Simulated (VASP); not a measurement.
Write the native input for VASP 6.6.1 that does the following.

```
Task                   : single point
Functional             : LDA
Potentials or basis    : VASP PAW LDA potentials, release 64 (Al)
Cutoff                 : 520 eV
k mesh                 : 18 × 18 × 10
Occupations            : gaussian, width 0.15 eV
Spin                   : no spin polarisation
Dipole correction      : no
Further INCAR settings : ALGO = Fast; EDIFF = 1e-06; NBANDS = 10
```

The structure of Al lies in POSCAR:

```
Al
1.0
    2.6553000000      0.0000000000      0.0000000000
   -1.3276500000      2.2995572547      0.0000000000
    0.0000000000      0.0000000000      4.4051000000
Al
2
Direct
    0.6666666667      0.3333333333      0.7500000000
    0.3333333333      0.6666666667      0.2500000000
```

One way to write it, as run:

INCAR

```
SYSTEM = Al
PREC = Accurate
ENCUT = 520
EDIFF = 1E-6
ISMEAR = 0
SIGMA = 0.15
LREAL = .FALSE.
LASPH = .TRUE.
NELM = 80
ALGO = Fast
ISIF = 2
LWAVE = .FALSE.
LCHARG = .TRUE.
GGA = CA
LELF = .TRUE.
LVHAR = .TRUE.
NBANDS = 10
```

KPOINTS

```
regular mesh
0
G
  18 18 10
  0 0 0
```

Potentials or basis: VASP PAW LDA potentials, release 64 (Al).

Launch:

```bash
$ cat potpaw_LDA.64/Al/POTCAR > POTCAR
$ mpirun -np 1 vasp_std > vasp.out
```

Results of the run:

- Pressure: 20.1 GPa
- Band gap on the k mesh: zero (band 3 reaches 14.47 eV, above the bottom of band 4 at 6.65 eV)

It took 51 s on 1 thread of AMD EPYC 7R13 Processor (Zen 3) (shared host), peak memory 0.12 GiB.
